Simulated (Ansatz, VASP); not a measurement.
**One calculation of HPt4, two programs**

```
Pt H
1.0
     2.80716    0.00000    0.00000
     0.00000    3.96993    0.00000
     0.00000    0.00000   21.15539
Pt H
4 1
Direct
  0.50000 0.50000 0.18908
  0.00000 0.00000 0.25542
  0.50000 0.50000 0.32689
  0.00000 0.00000 0.38550
  0.00000 0.00000 0.49091
```

Alike in both runs: task single point; functional PBE; k mesh 9 × 7 × 1; occupations gaussian, width 0.1 eV; collinear spin.

|  | VASP | Ansatz |
| --- | --- | --- |
| version | VASP 6.6.1 | Ansatz 0.2.0 |
| potentials or method | VASP PAW PBE potentials, release 64 (Pt, H), cutoff 520 eV | scalar-relativistic, plane waves, PAW |
| valence electrons in the cell | 41 | 73 |

VASP gave:

```
gap on the k mesh at the Fermi level (eV)  : none
rms of the force components (eV/Å)         : 0.957
net moment per atom (μB)                   : 0.00
work function, face that differs most (eV) : 5.58
```

Q: Estimate Ansatz's values.

A: gap on the k mesh at the Fermi level (eV): none; rms of the force components (eV/Å): 0.961; net moment per atom (μB): 0.00; work function, face that differs most (eV): 5.59.

Atom by atom the forces differ by 0.009 eV/Å (rms over components). A gap of «none» marks a metal or a gap that the smearing closes. VASP's potentials hold 41 valence electrons a cell and Ansatz's 73, so a difference there can come from the potentials and not from the codes. Ansatz's warnings: seeded moment not kept.

Spin-orbit coupling is off throughout.
